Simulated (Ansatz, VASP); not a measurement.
## One calculation of Mg4Se, two programs

```
Mg Se
1.0
    -3.82403    3.82403    2.25672
     3.82403   -3.82403    2.25672
     3.82403    3.82403   -2.25672
Mg Se
4 1
Direct
  0.93963 0.63994 0.70031
  0.93963 0.23932 0.29969
  0.63994 0.93963 0.70031
  0.23932 0.93963 0.29969
  0.22692 0.22692 0.00000
```

Alike in both runs: functional PBE; k mesh 4 × 4 × 4; occupations gaussian, width 0.2 eV; no spin polarisation.

Ansatz relaxed the structure, and its values are those at the end. VASP's run is a single point on that final structure, the one shown.

|  | VASP | Ansatz |
| --- | --- | --- |
| version | VASP 6.6.1 | Ansatz 0.2.0 |
| potentials or method | VASP PAW PBE potentials, release 64 (Mg, Se), cutoff 600 eV | scalar-relativistic, plane waves, PAW |
| valence electrons in the cell | 14 | 56 |

```tsv
	VASP	Ansatz	Ansatz less VASP
gap on the k mesh at the Fermi level (eV)	none	none	-
pressure (GPa)	0.3	0.4	+0.08
rms of the force components (eV/Å)	0.006	0.005	-0.0010
```

A gap of «none» marks a metal or a gap that the smearing closes. VASP's potentials hold 14 valence electrons a cell and Ansatz's 56, so a difference there can come from the potentials and not from the codes.

The k mesh is coarse, so the values compare programs but aren't converged.
